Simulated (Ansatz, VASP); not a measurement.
## CdO: VASP beside Ansatz

The input INCAR:

```
SYSTEM = CdO
PREC = Accurate
ENCUT = 700
EDIFF = 1E-6
ISMEAR = 0
SIGMA = 0.1
LREAL = .False.
LASPH = .True.
NELM = 120
ALGO = Normal
ISIF = 2
LWAVE = .False.
LCHARG = .False.
GGA = PE
NBANDS = 20
GGA_COMPAT = .False.
```

Contents of KPOINTS:

```
Automatic mesh
0
Gamma
  16 16 16
  0 0 0
```

The input POSCAR:

```
CdO
1.0
    0.0000000000      2.3791220985      2.3791220985
    2.3791220985      0.0000000000      2.3791220985
    2.3791220985      2.3791220985      0.0000000000
Cd O
1 1
Direct
    0.0000000000      0.0000000000      0.0000000000
    0.5000000000      0.5000000000      0.5000000000
```

Input for Ansatz:

```yaml
crystal:
  lattice:
    - [0.0, 2.3791220985, 2.3791220985]
    - [2.3791220985, 0.0, 2.3791220985]
    - [2.3791220985, 2.3791220985, 0.0]
  atoms:
    - { symbol: Cd, position: [0.0, 0.0, 0.0] }
    - { symbol: O, position: [0.5, 0.5, 0.5] }
basis:
  ecutwfc: 420
kpoints:
  mp_grid: { grid: [16, 16, 16] }
hamiltonian:
  xc: pbe
scf:
  occupations: { method: gaussian, width: 0.1 }
output:
  forces: true
  stress: true
  eigenvalues: true
```

Alike in both runs: task single point; functional PBE; k mesh 16 × 16 × 16; occupations gaussian, width 0.1 eV; no spin polarisation.

|  | VASP | Ansatz |
| --- | --- | --- |
| version | VASP 6.6.1 | Ansatz 0.2.0 |
| potentials or method | VASP PAW PBE potentials, release 64 (Cd_sv_GW, O), cutoff 700 eV | scalar-relativistic, plane waves, PAW |
| valence electrons in the cell | 26 | 26 |

Ansatz gave:

```
gap on the k mesh at the Fermi level (eV) : none
pressure (GPa)                            : 0.8
```

Task: Which values does VASP return?

Result: gap on the k mesh at the Fermi level (eV): none; pressure (GPa): 0.6.

A gap of «none» marks a metal or a gap that the smearing closes.
